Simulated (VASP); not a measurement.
# Cd3RhN3 (P1) in VASP: single point with PBEsol

Aim: the single point of Cd3RhN3 with PBEsol.

All numbers are computed with VASP 6.6.1; they aren't measurements. Logs are shortened: lines on timing, memory, paths and dates and some standing lists are left out, and cuts for length are marked.

### Step 1. The cell of the first run

The typed cell holds 7 atoms: a = 5.728 Å, b = 3.070 Å, c = 5.783 Å, α = 90.11°, β = 77.40°, γ = 90.07°.

### Step 2. Single point, PBEsol

INCAR

```
ALGO     = Normal         # electronic algorithm
EDIFF    = 1E-6           # SCF threshold, eV
ENCUT    = 520            # plane-wave cutoff, eV
GGA      = PS             # functional
ISIF     = 2              # what is computed and relaxed
ISMEAR   = -1             # smearing method
LASPH    = T              # aspherical terms in the spheres
LCHARG   = F              # write CHGCAR
LREAL    = F              # projectors in reciprocal space
LWAVE    = F              # write WAVECAR
NBANDS   = 42             # bands
NELM     = 60             # most SCF steps
PREC     = Accurate       # precision mode
SIGMA    = 0.05           # smearing width, eV
```

KPOINTS

```
k-points
0
Gamma
  4 6 4
```

POSCAR

```
Cd3RhN3
1.0
    5.6922223462     -0.0033570435      0.6436011256
   -0.0017908812      3.0704339625     -0.0027074682
    0.6190943913     -0.0053594244      5.7501152740
Cd Rh N
3 1 3
Direct
    0.8503616626     -0.0844578521      0.5551090971
    0.3128709614      0.4173736208      0.8716513270
   -0.2191014110      0.9177866172      0.0786554580
    0.2869100775      0.4153533667      0.3751960651
    1.1307639744     -0.0843249375      0.1892196758
    0.7022058623      0.4162526623      0.8252454377
    0.4639125869     -0.0841503469      0.4274681545
```

Potentials or basis: VASP PAW PBE potentials, release 64 (Cd, Rh_pv, N).

Started as:

```console
> cat potpaw_PBE.64/Cd/POTCAR potpaw_PBE.64/Rh_pv/POTCAR potpaw_PBE.64/N/POTCAR > POTCAR
> mpirun -np 1 vasp_std > vasp.out
```

OUTCAR:

```text
EDIFF = 1E-6
   ENCUT = 520
   GGA = PS
   ISIF = 2
   ISMEAR = -1
   LASPH = T
   LREAL = F
   NELM = 60
   PREC = Accurate

 ion  position               nearest neighbor table
   1  0.850  0.916  0.555-   6 2.22   6 2.22   5 2.36   7 2.48   3 2.87   4 2.92   4 2.93   3 2.97
                             2 3.57   2 3.57
   2  0.313  0.417  0.872-   6 2.19   5 2.44   5 2.45   4 2.88   4 2.91   3 3.39   3 3.39   3 3.52
                             3 3.52   1 3.57   1 3.57
   3  0.781  0.918  0.079-   5 2.23   6 2.23   6 2.24   7 2.40   1 2.87   1 2.97   4 3.34   4 3.35
                             2 3.39   2 3.39   2 3.52   2 3.52
   4  0.287  0.415  0.375-   7 1.90   7 1.90   5 2.17   5 2.18   2 2.88   2 2.91   1 2.92   1 2.93
                             3 3.34   3 3.35
   5  0.131  0.916  0.189-   4 2.17   4 2.18   3 2.23   1 2.36   2 2.44   2 2.45
   6  0.702  0.416  0.825-   2 2.19   1 2.22   1 2.22   3 2.23   3 2.24
   7  0.464  0.916  0.427-   4 1.90   4 1.90   3 2.40   1 2.48

  LATTYP: Found a triclinic cell.
 ALAT       =     5.7833495704
 B/A-ratio  =     1.2446304456
 C/A-ratio  =     0.5309095778
 COS(alpha) =     0.0004926625
 COS(beta)  =     0.0018658549
 COS(gamma) =     0.6299000614

  Lattice vectors:

 A1 = (   0.6190943913,  -0.0053594244,   5.7501152740)
 A2 = (  -5.0731279549,  -0.0020023809,   5.1065141484)
 A3 = (   0.0017908812,  -3.0704339625,   0.0027074682)

Analysis of symmetry for initial positions (statically):
=====================================================================
 Subroutine PRICEL returns:
 Original cell was already a primitive cell.

 Routine SETGRP: Setting up the symmetry group for a
 triclinic supercell.

 Subroutine GETGRP returns: Found  1 space group operations
 (whereof  1 operations were pure point group operations)
 out of a pool of  2 trial point group operations.

The static configuration has the point symmetry C_1 .

Analysis of symmetry for dynamics (positions and initial velocities):
=====================================================================
 Subroutine PRICEL returns:
 Original cell was already a primitive cell.

 Routine SETGRP: Setting up the symmetry group for a
 triclinic supercell.

 Subroutine GETGRP returns: Found  1 space group operations
 (whereof  1 operations were pure point group operations)
 out of a pool of  2 trial point group operations.

The dynamic configuration has the point symmetry C_1 .

 Subroutine INISYM returns: Found  1 space group operations
 (whereof  1 operations are pure point group operations),
 and found     1 'primitive' translations

----------------------------------------------------------------------------------------

                                     Primitive cell

  volume of cell :      99.2747

  direct lattice vectors                    reciprocal lattice vectors
     5.692222346 -0.003357043  0.643601126     0.177843326  0.000086846 -0.019147675
    -0.001790881  3.070433963 -0.002707468     0.000159699  0.325687207  0.000286364
     0.619094391 -0.005359424  5.750115274    -0.019905641  0.000143631  0.176052860

  length of vectors
     5.728492726  3.070435678  5.783349570     0.178871154  0.325687372  0.177174673

  position of ions in fractional coordinates (direct lattice)
     0.850361663  0.915542148  0.555109097
     0.312870961  0.417373621  0.871651327
     0.780898589  0.917786617  0.078655458
     0.286910078  0.415353367  0.375196065
     0.130763974  0.915675063  0.189219676
     0.702205862  0.416252662  0.825245438
     0.463912587  0.915849653  0.427468154

  ion indices of the primitive-cell ions
   primitive index   ion index
                 1           1
                 2           2
                 3           3
                 4           4
                 5           5
                 6           6
                 7           7

----------------------------------------------------------------------------------------

 KPOINTS: k-points

Automatic generation of k-mesh.
 Grid dimensions read from file:
 generate k-points for:    4    6    4

 Generating k-lattice:

  Cartesian coordinates                     Fractional coordinates (reciprocal lattice)
     0.044460832  0.000021711 -0.004786919     0.250000000 -0.000000000  0.000000000
     0.000026616  0.054281201  0.000047727    -0.000000000  0.166666667 -0.000000000
    -0.004976410  0.000035908  0.044013215     0.000000000 -0.000000000  0.250000000

  Length of vectors
     0.044717789  0.054281229  0.044293668

  Shift w.r.t. Gamma in fractional coordinates (k-lattice)
     0.000000000  0.000000000  0.000000000

 Subroutine IBZKPT returns following result:
 ===========================================

 Found     52 irreducible k-points:

 Following reciprocal coordinates:
            Coordinates               Weight
  0.000000  0.000000  0.000000      1.000000
  0.250000  0.000000  0.000000      2.000000
  0.500000  0.000000  0.000000      1.000000
  0.000000  0.166667  0.000000      2.000000
  0.250000  0.166667  0.000000      2.000000
  0.500000  0.166667  0.000000      2.000000
[... 16 lines left out ...]
  0.000000  0.333333  0.250000      2.000000
  0.250000  0.333333  0.250000      2.000000
 [... further k-points ...]
   k-points           NKPTS =     52   k-points in BZ     NKDIM =     52   number of bands    NBANDS=     42
   number of dos      NEDOS =    301   number of ions     NIONS =      7
   total plane-waves  NPLWV =  55296
   dimension x,y,z NGX =    48 NGY =   24 NGZ =   48
   dimension x,y,z NGXF=    96 NGYF=   48 NGZF=   96
   ions per type =               3   1   3
   NGX,Y,Z   is equivalent  to a cutoff of  13.93, 12.99, 13.80 a.u.
   NGXF,Y,Z  is equivalent  to a cutoff of  27.86, 25.99, 27.60 a.u.
 SYSTEM =  unknown system
   PREC   = accura    normal or accurate (medium, high low for compatibility)
   ISTART =      0    job   : 0-new  1-cont  2-samecut
   ICHARG =      2    charge: 1-file 2-atom 10-const
   ISPIN  =      1    spin polarized calculation?
   LNONCOLLINEAR =      F non collinear calculations
   LSORBIT =      F    spin-orbit coupling
   LASPH  =      T    aspherical Exc in radial PAW
   ENCUT  =  520.0 eV  38.22 Ry    6.18 a.u.  10.65  5.71 10.75*2*pi/ulx,y,z
   NELM   =     60;   NELMIN=  2; NELMDL= -5     # of ELM steps
   EDIFF  = 0.1E-05   stopping-criterion for ELM
   LREAL  =      F    real-space projection
   EDIFFG = 0.1E-04   stopping-criterion for IOM
   NSW    =      0    number of steps for IOM
   IBRION =     -1    ionic relax: 0-MD 1-quasi-New 2-CG
   NFREE  =      0    steps in history (QN), initial steepest desc. (CG)
   ISIF   =      2    stress and relaxation
   ISYM   =      2    0-nonsym 1-usesym 2-fastsym
   POTIM  = 0.5000    time-step for ionic-motion
   TEBEG  =    0.0;   TEEND  =   0.0 temperature during run
   PSTRESS=    0.0 pullay stress
   NELECT =      66.0000    total number of electrons
   NUPDOWN=      -1.0000    fix difference up-down
   EMIN   =  10.00;   EMAX   =-10.00  energy-range for DOS
   EFERMI =   0.00;   METHOD = LEGACY
   ISMEAR =    -1;   SIGMA  =   0.05  broadening in eV -4-tet -1-fermi 0-gaus
   EFERMI_NEDOS =   21; number of points for ismear=-14 and -15
   IALGO  =     38    algorithm
   IMIX   =      4    mixing-type and parameters
     AMIX     =   0.40;   BMIX     =  1.00
     AMIX_MAG =   1.60;   BMIX_MAG =  1.00
  volume/ion in A,a.u.               =      14.18        95.71
  Fermi-wavevector in a.u.,A,eV,Ry     =   1.428817  2.700073 27.776548  2.041519
  Thomas-Fermi vector in A             =   2.548838
   LORBIT       =      0    0 simple, 1 ext, 2 COOP (PROOUT), +10 PAW based schemes
   GGA     = PS    functional components
   LHFCALC =     F    Hartree Fock is set to
   AEXX    =    0.0000 exact exchange contribution
   IVDW    =     0    specifies the selected vdW correction
   LEPSILON=     F    determine dielectric tensor
   LRPA    =     F    only Hartree local field effects (RPA)
 non-spin polarized calculation
  energy-cutoff  :      520.00
  volume of cell :       99.27
 maximum number of plane-waves:      2697
 NGX is ok and might be reduce to    48
   NGX = 21   NGY = 11   NGZ = 21

 number of electron      65.9999992 magnetization

 Free energy of the ion-electron system (eV)
  ---------------------------------------------------
  ext. energy  EPLUGINS =         0.00000000
  ---------------------------------------------------
  free energy    TOTEN  =       -33.15881056 eV

  energy without entropy =      -33.13161495  energy(sigma->0) =      -33.14521275

 E-fermi :   4.1718     XC(G=0): -11.8474

 val. band max:        4.1656812127   @ k =   0.2500   0.5000   0.5000
 cond. band min:       4.1748506724   @ k =   0.5000  -0.0000   0.5000
 fundamental gap:      0.0091694597
 Fermi energy:         4.1717820168

 k-point     1 :       0.0000    0.0000    0.0000
  band No.  band energies     occupation
      1     -43.1191      2.00000
      2     -42.8554      2.00000
      3     -42.4021      2.00000
      4     -11.3257      2.00000
      5     -10.0830      2.00000
      6      -9.6959      2.00000
[... 34 lines left out ...]
     41      10.7017      0.00000
     42      11.9285      0.00000

 k-point     2 :       0.2500    0.0000    0.0000
  band No.  band energies     occupation
      1     -43.1191      2.00000
      2     -42.8554      2.00000
      3     -42.4021      2.00000
      4     -11.2579      2.00000
      5     -10.1577      2.00000
      6      -9.6721      2.00000
[... 34 lines left out ...]
     41      11.6208      0.00000
     42      12.0859      0.00000

 k-point     3 :       0.5000    0.0000    0.0000
  band No.  band energies     occupation
      1     -43.1191      2.00000
      2     -42.8554      2.00000
      3     -42.4021      2.00000
      4     -11.1800      2.00000
      5     -10.2391      2.00000
      6      -9.6521      2.00000
[... 897 lines left out ...]
      4     -10.4951      2.00000
      5      -9.9063      2.00000
      6      -9.7243      2.00000
[... 34 lines left out ...]
     41      10.2850      0.00000
     42      11.6056      0.00000

 k-point    24 :       0.2500    0.3333    0.2500
  band No.  band energies     occupation
      1     -43.2174      2.00000
      2     -42.8436      2.00000
      3     -42.3936      2.00000
      4     -10.4757      2.00000
      5      -9.9216      2.00000
      6      -9.7003      2.00000
[... 34 lines left out ...]
     41      10.0772      0.00000
     42      11.5459      0.00000

 [... further k-points ...]

------------------------ aborting loop because EDIFF is reached ----------------------------------------

  FORCE on cell =-STRESS in cart. coord.  units (eV):
  Direction    XX          YY          ZZ          XY          YZ          ZX
  --------------------------------------------------------------------------------------
  -------------------------------------------------------------------------------------
  Total        0.6643013      0.5717932      0.7107705      0.0101117     -0.0009034     -0.0548125
  in kB       10.7210501      9.2280765     11.4710076      0.1631904     -0.0145803     -0.8846104
  external PRESSURE =      10.4733781 kB  Pullay stress =       0.0000000 kB

 VOLUME and BASIS-vectors are now :
 -----------------------------------------------------------------------------
  energy-cutoff  :      520.00
  volume of cell :       99.27
      direct lattice vectors                 reciprocal lattice vectors
     5.692222346 -0.003357043  0.643601126     0.177843326  0.000086846 -0.019147675
    -0.001790881  3.070433963 -0.002707468     0.000159699  0.325687207  0.000286364
     0.619094391 -0.005359424  5.750115274    -0.019905641  0.000143631  0.176052860

 POSITION                                       TOTAL-FORCE (eV/Angst)
 -----------------------------------------------------------------------------------
      5.18247      2.80528      3.73676         0.033985     -0.000677     -0.064297
      2.31982      1.27580      5.21233        -0.076573     -0.000645     -0.039105
      4.49210      2.81496      0.95238        -0.005637      0.000090      0.055613
      1.86469      1.27234      2.34095        -0.007231      0.000551     -0.011277
      0.85984      2.81007      1.16972         0.073598      0.000558      0.042048
      4.50727      1.27130      5.19607         0.001664     -0.000209      0.006267
      2.90370      2.80821      2.75409        -0.019806      0.000333      0.010751
 -----------------------------------------------------------------------------------
    total drift:                               -0.000037      0.000423      0.000162

  FREE ENERGIE OF THE ION-ELECTRON SYSTEM (eV)
  ---------------------------------------------------
  free  energy   TOTEN  =       -33.1588105554 eV

  energy  without entropy=      -33.1316149488  energy(sigma->0) =      -33.14521275
```

It took 3.4 min on 1 thread of Intel Xeon Platinum 8488C (Sapphire Rapids), shared host; peak memory 0.34 GiB.

Results:

```
Free energy            : -33.1588 eV
Pressure               : 1.0 GPa
Largest force          : 0.086 eV/Å
Band gap on the k mesh : zero (bands 33 and 34 overlap by 0.22 eV)
```

Forces in eV/Å, atoms in the order of the input:
```
Cd   0.034 -0.001 -0.064
Cd  -0.077 -0.001 -0.039
Cd  -0.006  0.000  0.056
Rh  -0.007  0.001 -0.011
N    0.074  0.001  0.042
N    0.002  0.000  0.006
N   -0.020  0.000  0.011
```

Stress tensor (GPa, compression positive):
```
 1.07  0.02 -0.09
 0.02  0.92  0.00
-0.09  0.00  1.15
```

Caveat: the PAW data sets were made with another functional, which shifts forces and pressure a little.
